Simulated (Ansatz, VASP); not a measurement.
One calculation of Ir, two programs

```
Ir
1.0
    -1.55553    1.55553    1.55553
     1.55553   -1.55553    1.55553
     1.55553    1.55553   -1.55553
Ir
1
Direct
  0.00000 0.00000 0.00000
```

Alike in both runs: functional PBE; k mesh 19 × 19 × 19; occupations fermi-dirac, width 0.08 eV; no spin polarisation.

Ansatz relaxed the structure, and its values are those at the end. VASP's run is a single point on that final structure, the one shown.

|  | VASP | Ansatz |
| --- | --- | --- |
| version | VASP 6.6.1 | Ansatz 0.2.0 |
| potentials or method | VASP PAW PBE potentials, release 64 (Ir) | PAW with Ansatz's default frozen-core files, scalar-relativistic |
| plane-wave cutoff (eV) | 520 | 420 |
| valence electrons in the cell | 9 | 17 |

```tsv
	VASP	Ansatz	Ansatz less VASP
pressure (GPa)	0.4	0.0	-0.45
```

VASP's potentials hold 9 valence electrons a cell and Ansatz's 17, so a difference there can come from the potentials and not from the codes.

Spin-orbit coupling is off throughout.
